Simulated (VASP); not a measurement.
# Al (P2_1/m) in VASP: a series of runs

Runs on Al. Level: PBE. Tasks: single point.

Everything below comes from runs of VASP 6.6.1. Logs are shortened: lines on timing, memory, paths and dates and some standing lists are left out, and cuts for length are marked.

## 1. The cell of the first run

Symmetry: P2_1/m, No. 11, monoclinic system. Conventional cell: a = 2.802 Å, b = 4.575 Å, c = 2.802 Å, α = 90.00°, β = 109.47°, γ = 90.00°. Within 3.6 Å of Al (site symmetry m) lie 14 Al at 2.77 to 3.57 Å.

## 2. Single point, PBE (mode 1 frozen in at -0.224 Å and mode 5 at -0.061 Å (largest displacements))

INCAR

```
SYSTEM = Al
ALGO = Fast
EDIFF = 1E-6
ENCUT = 520
GGA = PE
ISIF = 2
ISMEAR = 0
LASPH = .True.
LCHARG = .False.
LREAL = .False.
LWAVE = .False.
NBANDS = 10
NELM = 80
PREC = Accurate
SIGMA = 0.15
```

KPOINTS

```
k-points
0
Gamma
  20 20 12
  0 0 0
```

POSCAR

```
Al
1.0
   -1.6175102401      1.6175102401      1.6175102401
    1.6175102401     -1.6175102401      1.6175102401
    3.2350204801      3.2350204801      0.0000000000
Al
2
Direct
    0.0298416552     -0.0678630528      0.0000000000
    0.4701583448      0.5678630528      0.5000000000
```

Potentials or basis: VASP PAW PBE potentials, release 64 (Al).

Launch:

```sh
$ cat potpaw_PBE.64/Al/POTCAR > POTCAR
$ mpirun -np 1 vasp_std > vasp.out
```

OUTCAR:

```text
SYSTEM = Al
   EDIFF = 1E-6
   ENCUT = 520
   GGA = PE
   ISIF = 2
   ISMEAR = 0
   LASPH = .True.
   LREAL = .False.
   NELM = 80
   PREC = Accurate

 ion  position               nearest neighbor table
   1  0.030  0.932  0.000-   2 2.77   2 2.77   2 2.91   2 2.91   2 2.94   2 2.94
   2  0.470  0.568  0.500-   1 2.77   1 2.77   1 2.91   1 2.91   1 2.94   1 2.94

  LATTYP: Found a base centered orthorhombic cell.
 ALAT       =     3.2350204802
 B/A-ratio  =     1.4142135624
 C/A-ratio  =     1.4142135623

  Lattice vectors:

 A1 = (  -1.6175102401,   1.6175102401,   1.6175102401)
 A2 = (   1.6175102401,  -1.6175102401,   1.6175102401)
 A3 = (   3.2350204801,   3.2350204801,   0.0000000000)

Analysis of symmetry for initial positions (statically):
=====================================================================
 Subroutine PRICEL returns:
 Original cell was already a primitive cell.

 Routine SETGRP: Setting up the symmetry group for a
 base centered orthorhombic supercell.

 Subroutine GETGRP returns: Found  4 space group operations
 (whereof  2 operations were pure point group operations)
 out of a pool of  8 trial point group operations.

The static configuration has the point symmetry C_1h.
 The point group associated with its full space group is C_2h.

Analysis of symmetry for dynamics (positions and initial velocities):
=====================================================================
 Subroutine PRICEL returns:
 Original cell was already a primitive cell.

 Routine SETGRP: Setting up the symmetry group for a
 base centered orthorhombic supercell.

 Subroutine GETGRP returns: Found  4 space group operations
 (whereof  2 operations were pure point group operations)
 out of a pool of  8 trial point group operations.

The dynamic configuration has the point symmetry C_1h.
 The point group associated with its full space group is C_2h.

 Subroutine INISYM returns: Found  4 space group operations
 (whereof  2 operations are pure point group operations),
 and found     1 'primitive' translations

----------------------------------------------------------------------------------------

                                     Primitive cell

  volume of cell :      33.8556

  direct lattice vectors                    reciprocal lattice vectors
    -1.617510240  1.617510240  1.617510240    -0.154558527  0.154558527  0.309117054
     1.617510240 -1.617510240  1.617510240     0.154558527 -0.154558527  0.309117054
     3.235020480  3.235020480  0.000000000     0.154558527  0.154558527  0.000000000

  length of vectors
     2.801609918  2.801609918  4.575009838     0.378589526  0.378589526  0.218578765

  position of ions in fractional coordinates (direct lattice)
     0.029841655  0.932136947  0.000000000
     0.470158345  0.567863053  0.500000000

  ion indices of the primitive-cell ions
   primitive index   ion index
                 1           1
                 2           2

----------------------------------------------------------------------------------------

 KPOINTS: k-points

Automatic generation of k-mesh.
 Grid dimensions read from file:
 generate k-points for:   20   20   12

 Generating k-lattice:

  Cartesian coordinates                     Fractional coordinates (reciprocal lattice)
    -0.007727926  0.007727926  0.015455853     0.050000000  0.000000000  0.000000000
     0.007727926 -0.007727926  0.015455853     0.000000000  0.050000000  0.000000000
     0.012879877  0.012879877  0.000000000     0.000000000  0.000000000  0.083333333

  Length of vectors
     0.018929476  0.018929476  0.018214897

  Shift w.r.t. Gamma in fractional coordinates (k-lattice)
     0.000000000  0.000000000  0.000000000

 Subroutine IBZKPT returns following result:
 ===========================================

 Found   1414 irreducible k-points:

 Following reciprocal coordinates:
            Coordinates               Weight
  0.000000  0.000000  0.000000      1.000000
  0.050000  0.000000  0.000000      2.000000
  0.000000  0.050000  0.000000      2.000000
  0.100000  0.000000  0.000000      2.000000
  0.000000  0.100000  0.000000      2.000000
  0.150000  0.000000  0.000000      2.000000
[... 16 lines left out ...]
  0.100000  0.050000  0.000000      2.000000
  0.050000  0.100000  0.000000      2.000000
 [... further k-points ...]
   k-points           NKPTS =   1414   k-points in BZ     NKDIM =   1414   number of bands    NBANDS=     10
   number of dos      NEDOS =    301   number of ions     NIONS =      2
   total plane-waves  NPLWV =  20736
   dimension x,y,z NGX =    24 NGY =   24 NGZ =   36
   dimension x,y,z NGXF=    48 NGYF=   48 NGZF=   72
   ions per type =               2
   NGX,Y,Z   is equivalent  to a cutoff of  14.24, 14.24, 13.08 a.u.
   NGXF,Y,Z  is equivalent  to a cutoff of  28.48, 28.48, 26.16 a.u.
 SYSTEM =  Al
   PREC   = accura    normal or accurate (medium, high low for compatibility)
   ISTART =      0    job   : 0-new  1-cont  2-samecut
   ICHARG =      2    charge: 1-file 2-atom 10-const
   ISPIN  =      1    spin polarized calculation?
   LNONCOLLINEAR =      F non collinear calculations
   LSORBIT =      F    spin-orbit coupling
   LASPH  =      T    aspherical Exc in radial PAW
   ENCUT  =  520.0 eV  38.22 Ry    6.18 a.u.   5.21  5.21  8.51*2*pi/ulx,y,z
   NELM   =     80;   NELMIN=  2; NELMDL= -5     # of ELM steps
   EDIFF  = 0.1E-05   stopping-criterion for ELM
   LREAL  =      F    real-space projection
   EDIFFG = 0.1E-04   stopping-criterion for IOM
   NSW    =      0    number of steps for IOM
   IBRION =     -1    ionic relax: 0-MD 1-quasi-New 2-CG
   NFREE  =      0    steps in history (QN), initial steepest desc. (CG)
   ISIF   =      2    stress and relaxation
   ISYM   =      2    0-nonsym 1-usesym 2-fastsym
   POTIM  = 0.5000    time-step for ionic-motion
   TEBEG  =    0.0;   TEEND  =   0.0 temperature during run
   PSTRESS=    0.0 pullay stress
   NELECT =       6.0000    total number of electrons
   NUPDOWN=      -1.0000    fix difference up-down
   EMIN   =  10.00;   EMAX   =-10.00  energy-range for DOS
   EFERMI =   0.00;   METHOD = LEGACY
   ISMEAR =     0;   SIGMA  =   0.15  broadening in eV -4-tet -1-fermi 0-gaus
   EFERMI_NEDOS =   21; number of points for ismear=-14 and -15
   IALGO  =     68    algorithm
   IMIX   =      4    mixing-type and parameters
     AMIX     =   0.40;   BMIX     =  1.00
     AMIX_MAG =   1.60;   BMIX_MAG =  1.00
  volume/ion in A,a.u.               =      16.93       114.23
  Fermi-wavevector in a.u.,A,eV,Ry     =   0.919563  1.737722 11.505037  0.845596
  Thomas-Fermi vector in A             =   2.044771
   LORBIT       =      0    0 simple, 1 ext, 2 COOP (PROOUT), +10 PAW based schemes
   GGA     = PE    functional components
   LHFCALC =     F    Hartree Fock is set to
   AEXX    =    0.0000 exact exchange contribution
   IVDW    =     0    specifies the selected vdW correction
   LEPSILON=     F    determine dielectric tensor
   LRPA    =     F    only Hartree local field effects (RPA)
 non-spin polarized calculation
 RMM-DIIS sequential band-by-band and
 Gauss-broadening in eV      SIGMA  =   0.15
  energy-cutoff  :      520.00
  volume of cell :       33.86
 maximum number of plane-waves:       928
 NGX is ok and might be reduce to    24
   NGX = 11   NGY = 11   NGZ = 17

 number of electron       6.0000000 magnetization

 Free energy of the ion-electron system (eV)
  ---------------------------------------------------
  ext. energy  EPLUGINS =         0.00000000
  ---------------------------------------------------
  free energy    TOTEN  =        -7.33472920 eV

  energy without entropy =       -7.32464668  energy(sigma->0) =       -7.32968794

 E-fermi :   7.7067     XC(G=0): -10.1039

 val. band max:        7.7013684398   @ k =   0.1500  -0.3000  -0.1667
 cond. band min:       7.7124991944   @ k =   0.2000   0.1500   0.1667
 fundamental gap:      0.0111307546
 Fermi energy:         7.7066662517

 k-point     1 :       0.0000    0.0000    0.0000
  band No.  band energies     occupation
      1      -3.2268      2.00000
      2       3.4936      2.00000
      3       3.9011      2.00000
      4      15.7371      0.00000
      5      15.9433      0.00000
      6      17.3423      0.00000
      7      18.5814      0.00000
      8      21.0101      0.00000
      9      21.2221      0.00000
     10      21.2265      0.00000

 k-point     2 :       0.0500    0.0000    0.0000
  band No.  band energies     occupation
      1      -3.1737      2.00000
      2       3.5428      2.00000
      3       3.9531      2.00000
      4      14.6568      0.00000
      5      15.8774      0.00000
      6      17.8646      0.00000
      7      19.2496      0.00000
      8      20.3625      0.00000
      9      20.4627      0.00000
     10      21.0341      0.00000

 k-point     3 :       0.0000    0.0500    0.0000
  band No.  band energies     occupation
      1      -3.1738      2.00000
      2       3.5427      2.00000
      3       3.9531      2.00000
      4      14.6466      0.00000
      5      15.8892      0.00000
      6      17.8569      0.00000
      7      19.2405      0.00000
      8      20.4943      0.00000
      9      20.5280      0.00000
     10      21.0246      0.00000

 k-point     4 :       0.1000    0.0000    0.0000
  band No.  band energies     occupation
      1      -3.0147      2.00000
      2       3.6905      2.00000
      3       4.1087      2.00000
      4      13.0546      0.00000
      5      15.5436      0.00000
      6      18.5550      0.00000
      7      19.0924      0.00000
      8      19.1313      0.00000
      9      20.0518      0.00000
     10      21.1138      0.00000
[... 222 lines left out ...]
 k-point    22 :       0.0500    0.0500    0.0000
  band No.  band energies     occupation
      1      -3.0855      2.00000
      2       3.6246      2.00000
      3       4.0400      2.00000
      4      14.0986      0.00000
      5      14.4136      0.00000
      6      19.2429      0.00000
      7      19.6057      0.00000
      8      19.6634      0.00000
      9      20.2147      0.00000
     10      21.1809      0.00000

 k-point    23 :       0.1000    0.0500    0.0000
  band No.  band energies     occupation
      1      -2.8913      2.00000
      2       3.8049      2.00000
      3       4.2301      2.00000
      4      12.5548      0.00000
      5      13.8746      0.00000
      6      18.4581      0.00000
      7      18.5301      0.00000
      8      20.1717      0.00000
      9      20.6574      0.00000
     10      20.8057      0.00000

 k-point    24 :       0.0500    0.1000    0.0000
  band No.  band energies     occupation
      1      -2.8915      2.00000
      2       3.8044      2.00000
      3       4.2303      2.00000
      4      12.5440      0.00000
      5      13.8862      0.00000
      6      18.4793      0.00000
      7      18.5142      0.00000
      8      20.4392      0.00000
      9      20.5614      0.00000
     10      20.7371      0.00000

 [... further k-points ...]
[... 5 lines left out ...]
  --------------------------------------------------------------------------------------
  -------------------------------------------------------------------------------------
  Total        0.1550915      0.1550915     -0.2259076     -0.1518801      0.0100515     -0.0100515
  in kB        7.3395147      7.3395147    -10.6908036     -7.1875432      0.4756772     -0.4756773
  external PRESSURE =       1.3294086 kB  Pullay stress =       0.0000000 kB

 VOLUME and BASIS-vectors are now :
 -----------------------------------------------------------------------------
  energy-cutoff  :      520.00
  volume of cell :       33.86
      direct lattice vectors                 reciprocal lattice vectors
    -1.617510240  1.617510240  1.617510240    -0.154558527  0.154558527  0.309117054
     1.617510240 -1.617510240  1.617510240     0.154558527 -0.154558527  0.309117054
     3.235020480  3.235020480  0.000000000     0.154558527  0.154558527  0.000000000

 POSITION                                       TOTAL-FORCE (eV/Angst)
 -----------------------------------------------------------------------------------
      1.45947     -1.45947      1.55601        -0.092798      0.092798      0.193914
      1.77555      1.45947      1.67901         0.092798     -0.092798     -0.193914
 -----------------------------------------------------------------------------------
    total drift:                               -0.000000      0.000000     -0.000000

  FREE ENERGIE OF THE ION-ELECTRON SYSTEM (eV)
  ---------------------------------------------------
  free  energy   TOTEN  =        -7.3347292024 eV

  energy  without entropy=       -7.3246466787  energy(sigma->0) =       -7.32968794
```

Wall time 90 s (1 thread of Intel Xeon 6975P-C (Granite Rapids), shared host); peak memory 0.46 GiB.

Results:

- Free energy: -7.3347 eV
- Pressure: 0.1 GPa
- Largest force: 0.234 eV/Å
- Band gap on the k mesh: zero (band 3 reaches 12.71 eV, above the bottom of band 4 at 3.92 eV)

Forces in eV/Å, atoms in the order of the input:
```
Al  -0.093  0.093  0.194
Al   0.093 -0.093 -0.194
```

Levels at points of the mesh, in eV from the Fermi level:
| k point | band 1 | band 2 | band 3 | band 4 | band 5 | band 6 | band 7 |
| --- | --- | --- | --- | --- | --- | --- | --- |
| (0.00, 0.00, 0.00) | -10.93 | -4.21 | -3.81 | 8.03 | 8.24 | 9.64 | 10.87 |
| (0.50, 0.00, 0.00) | -5.82 | -5.62 | 0.53 | 0.91 | 1.25 | 1.34 | 7.21 |
| (0.00, 0.50, 0.00) | -5.95 | -5.49 | 0.21 | 1.15 | 1.30 | 1.43 | 7.20 |
| (0.50, 0.50, 0.00) | -4.20 | -3.87 | 1.88 | 1.95 | 2.13 | 2.80 | 3.04 |
| (0.00, 0.00, 0.50) | -9.17 | -9.17 | 4.24 | 4.24 | 9.35 | 9.35 | 10.00 |
| (0.50, 0.00, 0.50) | -4.23 | -4.23 | -3.79 | -3.79 | 8.05 | 8.05 | 8.42 |
| (0.00, 0.50, 0.50) | -4.30 | -4.30 | -3.73 | -3.73 | 8.08 | 8.08 | 8.39 |
| (0.50, 0.50, 0.50) | -2.75 | -2.75 | -1.90 | -1.90 | 3.43 | 3.43 | 5.39 |

Caveat: the cell differs from its parent crystal (mode 1 frozen in at -0.224 Å and mode 5 at -0.061 Å (largest displacements)).

## 3. Single point, PBE (mode 1 frozen in at -0.335 Å and mode 5 at -0.031 Å (largest displacements))

INCAR

```
SYSTEM = Al
PREC = Accurate ; ENCUT = 520
EDIFF = 1E-6 ; ISMEAR = 0
SIGMA = 0.15 ; LREAL = .False.
LASPH = .True. ; NELM = 60
ALGO = Fast ; ISIF = 2
LWAVE = .False. ; LCHARG = .True.
GGA = PE ; LELF = .True.
LVHAR = .True. ; NBANDS = 10
```

KPOINTS

```
regular mesh
0
Gamma
  20 20 12
  0 0 0
```

POSCAR

```
Al
1.0
   -1.6175102401      1.6175102401      1.6175102401
    1.6175102401     -1.6175102401      1.6175102401
    3.2350204801      3.2350204801      0.0000000000
Al
2
Direct
    0.0637467968     -0.0827884073      0.0000000000
    0.4362532032      0.5827884073      0.5000000000
```

Potentials or basis: VASP PAW PBE potentials, release 64 (Al).

Launch:

```sh
$ cat potpaw_PBE.64/Al/POTCAR > POTCAR
$ mpirun -np 1 vasp_std > vasp.out
```

Run time: 94 s. Hardware: 1 thread of Intel Xeon 6975P-C (Granite Rapids), shared host; peak memory 0.47 GiB.

It converged, with:

- Free energy: -7.3571 eV
- Pressure: 0.3 GPa
- Largest force: 0.077 eV/Å
- Band gap on the k mesh: zero (band 3 reaches 12.71 eV, above the bottom of band 4 at 3.96 eV)

Forces in eV/Å, atoms in the order of the input:
```
Al   0.022 -0.022  0.070
Al  -0.022  0.022 -0.070
```

Stress tensor (GPa, compression positive):
```
 1.52 -1.06 -0.03
-1.06  1.52  0.03
-0.03  0.03 -2.04
```

Levels at points of the mesh, in eV from the Fermi level:
```csv
k point,band 1,band 2,band 3,band 4,band 5,band 6
"(0.00, 0.00, 0.00)",-10.93,-4.22,-3.79,8.07,8.22,9.52
"(0.50, 0.00, 0.00)",-5.93,-5.50,0.26,1.17,1.22,1.41
"(0.00, 0.50, 0.00)",-5.99,-5.44,0.12,1.12,1.41,1.44
"(0.50, 0.50, 0.00)",-4.20,-3.91,1.90,2.11,2.45,2.53
"(0.00, 0.00, 0.50)",-9.17,-9.17,4.23,4.23,9.31,9.31
"(0.50, 0.00, 0.50)",-4.29,-4.29,-3.73,-3.73,8.19,8.19
"(0.00, 0.50, 0.50)",-4.33,-4.33,-3.69,-3.69,8.30,8.30
"(0.50, 0.50, 0.50)",-2.85,-2.85,-1.76,-1.76,3.46,3.46
```

Caveat: the cell differs from its parent crystal (mode 1 frozen in at -0.335 Å and mode 5 at -0.031 Å (largest displacements)).

## 4. Single point, PBE (mode 1 frozen in at -0.447 Å and mode 5 at -0.031 Å (largest displacements))

INCAR

```
SYSTEM = Al
ALGO = Fast
EDIFF = 1E-7
ENCUT = 520
GGA = PE
ISIF = 2
ISMEAR = 0
LASPH = .TRUE.
LCHARG = .TRUE.
LELF = .TRUE.
LREAL = .FALSE.
LVHAR = .TRUE.
LWAVE = .FALSE.
NBANDS = 10
NELM = 100
PREC = Accurate
SIGMA = 0.15
```

KPOINTS

```
k-points
0
G
  20 20 12
  0 0 0
```

POSCAR

```
Al
1.0
   -1.6175102401      1.6175102401      1.6175102401
    1.6175102401     -1.6175102401      1.6175102401
    3.2350204801      3.2350204801      0.0000000000
Al
2
Direct
    0.0881839027     -0.1072255132      0.0000000000
    0.4118160973      0.6072255132      0.5000000000
```

Launch:

```sh
$ cat potpaw_PBE.64/Al/POTCAR > POTCAR
$ mpirun -np 1 vasp_std > vasp.out
```

It took 15 min on 1 thread of AMD EPYC 7R13, shared host; peak memory 0.44 GiB.

Results (log left out):

```yaml
Free_energy: -7.3173 eV
Pressure: 1.5 GPa
Largest_force: 0.351 eV/Å
Band_gap_on_the_k_mesh: zero (band 3 reaches 12.68 eV, above the bottom of band 4 at 4.00 eV)
```

Forces in eV/Å, atoms in the order of the input:
```
Al   0.247 -0.247  0.035
Al  -0.247  0.247 -0.035
```

Stress tensor (GPa, compression positive):
```
 3.64 -0.25 -0.04
-0.25  3.64  0.04
-0.04  0.04 -2.85
```

Levels at points of the mesh, in eV from the Fermi level:
| k point | band 1 | band 2 | band 3 | band 4 | band 5 | band 6 | band 7 | band 8 |
| --- | --- | --- | --- | --- | --- | --- | --- | --- |
| (0.00, 0.00, 0.00) | -10.91 | -4.22 | -3.77 | 8.13 | 8.22 | 9.38 | 10.57 | 13.63 |
| (0.50, 0.00, 0.00) | -5.99 | -5.41 | 0.06 | 1.12 | 1.44 | 1.47 | 7.27 | 8.54 |
| (0.00, 0.50, 0.00) | -6.05 | -5.35 | -0.06 | 1.08 | 1.50 | 1.61 | 7.23 | 8.63 |
| (0.50, 0.50, 0.00) | -4.17 | -3.95 | 1.93 | 2.21 | 2.30 | 2.85 | 3.06 | 4.39 |
| (0.00, 0.00, 0.50) | -9.15 | -9.15 | 4.19 | 4.19 | 9.30 | 9.30 | 10.23 | 10.23 |
| (0.50, 0.00, 0.50) | -4.33 | -4.33 | -3.66 | -3.66 | 8.06 | 8.06 | 8.78 | 8.78 |
| (0.00, 0.50, 0.50) | -4.37 | -4.37 | -3.62 | -3.62 | 8.12 | 8.12 | 8.66 | 8.66 |
| (0.50, 0.50, 0.50) | -2.92 | -2.92 | -1.66 | -1.66 | 3.50 | 3.50 | 5.22 | 5.22 |

Caveat: the cell differs from its parent crystal (mode 1 frozen in at -0.447 Å and mode 5 at -0.031 Å (largest displacements)).

(Continued in part 2 of 2.)
